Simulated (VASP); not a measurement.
# Be2ZnTe2O (P-3m1) in VASP: further runs

The runs below take Be2ZnTe2O through relaxation of cell and atoms, single point, with PBE.

Everything below comes from runs of VASP 6.6.1. Logs are shortened: lines on timing, memory, paths and dates and some standing lists are left out, and cuts for length are marked.

### 1 The cell of the first run

The structure is trigonal, space group P-3m1 (No. 164). Conventional cell: a = 4.218 Å, b = 4.218 Å, c = 7.894 Å, α = 90.00°, β = 90.00°, γ = 120.00°. Be (site symmetry 3m) has 3 Te at 2.53 Å and 3 O at 2.66 Å and 3 Be at 3.25 Å within 3.3 Å. Within 2.9 Å of Zn (site symmetry -3m) lie 2 Te at 2.19 Å. Within 2.3 Å of Te (site symmetry 3m) lie 1 O at 1.76 Å and 1 Zn at 2.19 Å. Within 2.3 Å of O (site symmetry -3m) lie 2 Te at 1.76 Å.

The cell was built from a structure type or drawn by symmetry, and may not be a known phase.

### 2 Relaxation of cell and atoms, PBE

The input, INCAR:

```
SYSTEM = Be2ZnTe2O
ALGO = Normal
EDIFF = 1E-6
EDIFFG = -0.04
ENCUT = 600
GGA = PE
IBRION = 2
ISIF = 3
ISMEAR = 0
LASPH = .TRUE.
LCHARG = .FALSE.
LREAL = .FALSE.
LWAVE = .FALSE.
NELM = 80
NSW = 90
PREC = Accurate
SIGMA = 0.1
```

The input, KPOINTS:

```
k-points
0
G
  6 6 2
  0 0 0
```

The input, POSCAR:

```
Be2ZnTe2O
1.0
    4.2176257000      0.0000000000      0.0000000000
   -2.1088128500      3.6525710000      0.0000000000
    0.0000000000      0.0000000000      7.8938027700
Be Zn Te O
2 1 2 1
Direct
    0.3333333300      0.6666666700      0.3637280900
    0.6666666700      0.3333333300      0.6362719100
    0.0000000000      0.0000000000      0.0000000000
    0.0000000000      0.0000000000      0.2768095800
    0.0000000000      0.0000000000      0.7231904200
    0.0000000000      0.0000000000      0.5000000000
```

Potentials or basis: VASP PAW PBE potentials, release 64 (Be, Zn, Te, O).

Launch:

```
> cat potpaw_PBE.64/Be/POTCAR potpaw_PBE.64/Zn/POTCAR potpaw_PBE.64/Te/POTCAR potpaw_PBE.64/O/POTCAR > POTCAR
> mpirun -np 1 vasp_std > vasp.out
```

OUTCAR:

```text
SYSTEM = Be2ZnTe2O
   EDIFF = 1E-6
   EDIFFG = -0.04
   ENCUT = 600
   GGA = PE
   IBRION = 2
   ISIF = 3
   ISMEAR = 0
   LASPH = .TRUE.
   LREAL = .FALSE.
   NELM = 80
   NSW = 90
   PREC = Accurate

 ion  position               nearest neighbor table
   1  0.333  0.667  0.364-   4 2.53   4 2.53   4 2.53
   2  0.667  0.333  0.636-   5 2.53   5 2.53   5 2.53
   3  0.000  0.000  0.000-   4 2.19   5 2.19
   4  0.000  0.000  0.277-   6 1.76   3 2.19   1 2.53   1 2.53   1 2.53   5 3.52
   5  0.000  0.000  0.723-   6 1.76   3 2.19   2 2.53   2 2.53   2 2.53   4 3.52
   6  0.000  0.000  0.500-   4 1.76   5 1.76

  LATTYP: Found a hexagonal cell.
 ALAT       =     4.2176257000
 C/A-ratio  =     1.8716224083

  Lattice vectors:

 A1 = (   4.2176257000,   0.0000000000,   0.0000000000)
 A2 = (  -2.1088128500,   3.6525710000,   0.0000000000)
 A3 = (   0.0000000000,   0.0000000000,   7.8938027700)

Analysis of symmetry for initial positions (statically):
=====================================================================
 Subroutine PRICEL returns:
 Original cell was already a primitive cell.

 Routine SETGRP: Setting up the symmetry group for a
 hexagonal supercell.

 Subroutine GETGRP returns: Found 12 space group operations
 (whereof 12 operations were pure point group operations)
 out of a pool of 24 trial point group operations.

The static configuration has the point symmetry D_3d.

Analysis of symmetry for dynamics (positions and initial velocities):
=====================================================================
 Subroutine PRICEL returns:
 Original cell was already a primitive cell.

 Routine SETGRP: Setting up the symmetry group for a
 hexagonal supercell.

 Subroutine GETGRP returns: Found 12 space group operations
 (whereof 12 operations were pure point group operations)
 out of a pool of 24 trial point group operations.

The dynamic configuration has the point symmetry D_3d.

 Subroutine INISYM returns: Found 12 space group operations
 (whereof 12 operations are pure point group operations),
 and found     1 'primitive' translations

----------------------------------------------------------------------------------------

                                     Primitive cell

  volume of cell :     121.6054

  direct lattice vectors                    reciprocal lattice vectors
[... 86 lines left out ...]
   EDIFFG = -.4E-01   stopping-criterion for IOM
   NSW    =     90    number of steps for IOM
   IBRION =      2    ionic relax: 0-MD 1-quasi-New 2-CG
   NFREE  =      1    steps in history (QN), initial steepest desc. (CG)
   ISIF   =      3    stress and relaxation
   ISYM   =      2    0-nonsym 1-usesym 2-fastsym
   POTIM  = 0.5000    time-step for ionic-motion
   TEBEG  =    0.0;   TEEND  =   0.0 temperature during run
   PSTRESS=    0.0 pullay stress
   NELECT =      34.0000    total number of electrons
   NUPDOWN=      -1.0000    fix difference up-down
   EMIN   =  10.00;   EMAX   =-10.00  energy-range for DOS
   EFERMI =   0.00;   METHOD = LEGACY
   ISMEAR =     0;   SIGMA  =   0.10  broadening in eV -4-tet -1-fermi 0-gaus
   EFERMI_NEDOS =   21; number of points for ismear=-14 and -15
   IALGO  =     38    algorithm
   IMIX   =      4    mixing-type and parameters
     AMIX     =   0.40;   BMIX     =  1.00
     AMIX_MAG =   1.60;   BMIX_MAG =  1.00
  volume/ion in A,a.u.               =      20.27       136.77
  Fermi-wavevector in a.u.,A,eV,Ry     =   1.070492  2.022937 15.591643  1.145953
  Thomas-Fermi vector in A             =   2.206204
   LORBIT       =      0    0 simple, 1 ext, 2 COOP (PROOUT), +10 PAW based schemes
   GGA     = PE    functional components
   LHFCALC =     F    Hartree Fock is set to
   AEXX    =    0.0000 exact exchange contribution
   IVDW    =     0    specifies the selected vdW correction
   LEPSILON=     F    determine dielectric tensor
   LRPA    =     F    only Hartree local field effects (RPA)
 conjugate gradient relaxation of ions
 non-spin polarized calculation
 Gauss-broadening in eV      SIGMA  =   0.10
  energy-cutoff  :      600.00
  volume of cell :      121.61
 maximum number of plane-waves:      4088
 NGX is ok and might be reduce to    36
   NGX = 17   NGY = 17   NGZ = 31

--------------------------------------- Ionic step        1  -------------------------------------------

 number of electron      34.0000001 magnetization

 Free energy of the ion-electron system (eV)
  ---------------------------------------------------
  ext. energy  EPLUGINS =         0.00000000
  ---------------------------------------------------
  free energy    TOTEN  =       -11.90881987 eV

  energy without entropy =      -11.89417579  energy(sigma->0) =      -11.90149783

------------------------ aborting loop because EDIFF is reached ----------------------------------------

  FORCE on cell =-STRESS in cart. coord.  units (eV):
  Direction    XX          YY          ZZ          XY          YZ          ZX
  --------------------------------------------------------------------------------------
  -------------------------------------------------------------------------------------
  Total       -0.2992047     -0.2992047     63.9425409     -0.0000000      0.0000000      0.0000000
  in kB       -3.9420850     -3.9420850    842.4565277     -0.0000000      0.0000000      0.0000000
  external PRESSURE =     278.1907859 kB  Pullay stress =       0.0000000 kB
[... 101 lines left out ...]
  FREE ENERGIE OF THE ION-ELECTRON SYSTEM (eV)
  ---------------------------------------------------
  free  energy   TOTEN  =       -17.9728515176 eV

  energy  without entropy=      -17.9573764600  energy(sigma->0) =      -17.96511399

[... ionic steps 4 to 13 ...]

--------------------------------------- Ionic step       14  -------------------------------------------

 number of electron      34.0000000 magnetization

------------------------ aborting loop because EDIFF is reached ----------------------------------------
[... 75 lines left out ...]
--------------------------------------- Ionic step       16  -------------------------------------------

 number of electron      33.9999999 magnetization

 Free energy of the ion-electron system (eV)
  ---------------------------------------------------
  ext. energy  EPLUGINS =         0.00000000
  ---------------------------------------------------
  free energy    TOTEN  =       -18.91028237 eV

  energy without entropy =      -18.89668510  energy(sigma->0) =      -18.90348373

 E-fermi :   4.3872     XC(G=0):  -9.0186

 val. band max:        4.3599996645   @ k =   0.0000   0.0000   0.5000
 cond. band min:       4.3999226452   @ k =   0.5000   0.0000   0.0000
 fundamental gap:      0.0399229808
 Fermi energy:         4.3872275316

 k-point     1 :       0.0000    0.0000    0.0000
  band No.  band energies     occupation
      1     -13.1602      2.00000
      2      -8.4522      2.00000
      3      -8.0802      2.00000
      4      -3.3673      2.00000
      5      -3.2491      2.00000
      6      -3.2491      2.00000
[... 358 lines left out ...]
  FREE ENERGIE OF THE ION-ELECTRON SYSTEM (eV)
  ---------------------------------------------------
  free  energy   TOTEN  =       -18.9102823656 eV

  energy  without entropy=      -18.8966851006  energy(sigma->0) =      -18.90348373

 reached required accuracy - stopping structural energy minimisation
```

OSZICAR:

```text
N       E                     dE             d eps       ncg     rms          rms(c)
DAV:   1     0.247698122964E+03    0.24770E+03   -0.16204E+04   588   0.170E+03
DAV:   2     0.197649079178E+02   -0.22793E+03   -0.21942E+03   634   0.350E+02
DAV:   3    -0.133911525382E+02   -0.33156E+02   -0.31982E+02   773   0.127E+02
[... 177 lines left out ...]
DAV:   4    -0.189104107401E+02    0.31478E-03   -0.28591E-03   608   0.384E-01    0.920E-02
DAV:   5    -0.189102920435E+02    0.11870E-03   -0.47017E-04   781   0.152E-01    0.523E-02
DAV:   6    -0.189102816449E+02    0.10399E-04   -0.65872E-05   725   0.595E-02    0.176E-02
DAV:   7    -0.189102823739E+02   -0.72901E-06   -0.10051E-05   686   0.198E-02    0.875E-03
DAV:   8    -0.189102823656E+02    0.82782E-08   -0.14140E-06   372   0.955E-03
  16 F= -.18910282E+02 E0= -.18903484E+02  d E =-.260024E-02
```

CONTCAR:

```text
Be2ZnTe2O
   1.00000000000000
     3.7929667419001434    0.0000000000000000   -0.0000000000000000
    -1.8964833709500717    3.2848055542982268    0.0000000000000000
     0.0000000000000000    0.0000000000000000   10.1651429210985320
  Be              Zn              Te              O
     2     1     2     1
Direct
     0.3333333300000021    0.6666666699999979    0.3583845723667110
     0.6666666699999979    0.3333333300000021    0.6416154276332892
     0.0000000000000000    0.0000000000000000    0.0000000000000000
     0.0000000000000000    0.0000000000000000    0.2620956631651327
     0.0000000000000000    0.0000000000000000    0.7379043368348677
     0.0000000000000000    0.0000000000000000    0.5000000000000000

  0.00000000E+00  0.00000000E+00  0.00000000E+00
  0.00000000E+00  0.00000000E+00  0.00000000E+00
  0.00000000E+00  0.00000000E+00  0.00000000E+00
  0.00000000E+00  0.00000000E+00  0.00000000E+00
  0.00000000E+00  0.00000000E+00  0.00000000E+00
  0.00000000E+00  0.00000000E+00  0.00000000E+00
```

Wall time 4.5 min (1 thread of Intel Xeon 6975P-C (Granite Rapids), shared host); peak memory 0.32 GiB.

Results:

| Property | Result |
| --- | --- |
| Free energy | -18.9103 eV |
| Relaxed volume | 21.11 Å³/atom |
| Relaxed cell | a = 3.793 Å, b = 3.793 Å, c = 10.165 Å, α = 90.00°, β = 90.00°, γ = 120.00° |
| Space group after relaxing (to 0.1 Å) | P-3m1 (No. 164) |
| Energy gained by relaxing | 1166.9 meV/atom |
| Ionic steps | 16 |
| Pressure after relaxing | -0.1 GPa |
| Largest force after relaxing | 0.035 eV/Å |
| Band gap on the k mesh | zero (bands 17 and 18 overlap by 0.71 eV) |

Forces in eV/Å, atoms in the order of the input:
```
Be   0.000  0.000  0.027
Be   0.000  0.000 -0.027
Zn   0.000  0.000  0.000
Te   0.000  0.000 -0.035
Te   0.000  0.000  0.035
O    0.000  0.000  0.000
```

The path:
```csv
step,energy change (eV),largest force (eV/Å),pressure (GPa),volume (Å³)
1,0.0000,3.3897,27.82,121.61
2,-4.3004,1.6635,-10.07,183.24
3,-6.0640,0.8219,-5.09,152.67
4,-6.0639,0.8326,-5.46,153.59
5,-6.8409,0.3597,-3.17,138.95
6,-6.9743,0.0356,-1.15,132.47
7,-6.9789,0.1044,-0.56,130.96
8,-6.9787,0.0836,-0.74,131.40
9,-6.9860,0.1716,-0.20,129.82
10,-6.9865,0.1946,-0.02,129.37
11,-6.9912,0.1625,0.04,128.66
12,-6.9973,0.0725,0.31,126.81
13,-6.9983,0.0614,-0.34,127.72
14,-6.9989,0.0653,-0.10,127.38
15,-6.9997,0.0547,-0.09,127.20
16,-7.0015,0.0353,-0.09,126.65
```

Final structure:
```cif
data_structure
_symmetry_space_group_name_H-M 'P 1'
_symmetry_Int_Tables_number 1
_cell_length_a 3.7930
_cell_length_b 3.7930
_cell_length_c 10.1651
_cell_angle_alpha 90.000
_cell_angle_beta 90.000
_cell_angle_gamma 120.000
_cell_volume 126.65
loop_
_atom_site_label
_atom_site_type_symbol
_atom_site_fract_x
_atom_site_fract_y
_atom_site_fract_z
_atom_site_occupancy
Be1 Be 0.33333 0.66667 0.35838 1
Be2 Be 0.66667 0.33333 0.64162 1
Zn1 Zn 0.00000 0.00000 0.00000 1
Te1 Te 0.00000 0.00000 0.26210 1
Te2 Te 0.00000 0.00000 0.73790 1
O1 O 0.00000 0.00000 0.50000 1
```

Levels at points of the mesh, in eV from the Fermi level:
```csv
k point,band 14,band 15,band 16,band 17,band 18,band 19,band 20,band 21
"(0.00, 0.00, 0.00)",-0.98,-0.70,-0.70,-0.11,-0.11,2.45,3.91,3.96
"(0.50, 0.00, 0.00)",-3.39,-2.30,-1.15,-0.13,0.01,0.92,2.34,2.97
"(0.00, 0.00, 0.50)",-0.78,-0.78,-0.03,-0.03,0.87,1.13,3.67,3.93
"(0.50, 0.00, 0.50)",-2.71,-2.37,-1.83,-1.08,-0.34,1.99,2.13,3.04
```

Caveat: the k points lie up to 0.32 Å⁻¹ apart in the final cell, too coarse for converged energies and pressures of a metal; semilocal functionals underestimate gaps, so a narrow gap can read as zero; a cell axis changed by over 15 % at a fixed basis, so the end point is rough; spin-orbit coupling is left out, which moves the levels of the heavy elements.

### 3 Single point, PBE

This run uses another cell than the first one, of 20.77 Å³/atom.

The input, INCAR:

```
PREC = Accurate
ENCUT = 520
EDIFF = 1E-6
ISMEAR = 0
SIGMA = 0.1
LREAL = F
LASPH = T
NELM = 80
ALGO = Normal
ISIF = 2
LWAVE = F
LCHARG = F
GGA = PE
NBANDS = 26
```

The input, KPOINTS:

```
Automatic mesh
0
Gamma
  12 12 4
```

The input, POSCAR:

```
Be2ZnTe2O
1.0
    3.7410898428      0.0000000000      0.0000000000
   -1.8705449214      3.2398788417      0.0000000000
    0.0000000000      0.0000000000     10.2833232065
Be Zn Te O
2 1 2 1
Direct
    0.3333333333      0.6666666667      0.3640771049
    0.6666666667      0.3333333333      0.6359228951
    0.0000000000      0.0000000000      0.0000000000
    0.0000000000      0.0000000000      0.2607732483
    0.0000000000      0.0000000000      0.7392267517
    0.0000000000      0.0000000000      0.5000000000
```

Potentials or basis: VASP PAW PBE potentials, release 64 (Be, Zn, Te, O).

Launch:

```
> cat potpaw_PBE.64/Be/POTCAR potpaw_PBE.64/Zn/POTCAR potpaw_PBE.64/Te/POTCAR potpaw_PBE.64/O/POTCAR > POTCAR
> mpirun -np 1 vasp_std > vasp.out
```

Run time: 2.1 min. Hardware: 1 thread of Intel Xeon 6975P-C (Granite Rapids), shared host; peak memory 0.4 GiB.

The run converged. Its results:

```yaml
Free_energy: -19.0507 eV
Pressure: 0.1 GPa
Largest_force: 0.023 eV/Å
Band_gap_on_the_k_mesh: zero (bands 17 and 18 overlap by 0.56 eV)
```

Forces in eV/Å, atoms in the order of the input:
```
Be   0.000  0.000  0.023
Be   0.000  0.000 -0.023
Zn   0.000  0.000  0.000
Te   0.000  0.000  0.000
Te   0.000  0.000  0.000
O    0.000  0.000  0.000
```

Levels at points of the mesh, in eV from the Fermi level:
```
           k point  band 13  band 14  band 15  band 16  band 17  band 18  band 19  band 20  band 21  band 22
(0.00, 0.00, 0.00)    -1.18    -1.04    -0.29    -0.29     0.21     0.21     2.31     4.02     4.02     4.21
(0.50, 0.00, 0.00)    -3.49    -3.41    -1.97    -1.00    -0.12     0.04     0.98     2.39     3.22     3.23
(0.00, 0.00, 0.50)    -2.61    -0.36    -0.36     0.28     0.28     0.81     1.09     3.94     3.94     4.39
(0.50, 0.00, 0.50)    -3.39    -2.63    -2.04    -1.77    -0.93    -0.28     2.11     2.29     3.12     3.48
```

Caveat: semilocal functionals underestimate gaps, so a narrow gap can read as zero; spin-orbit coupling is left out, which moves the levels of the heavy elements.

[end of part 1 of 2]
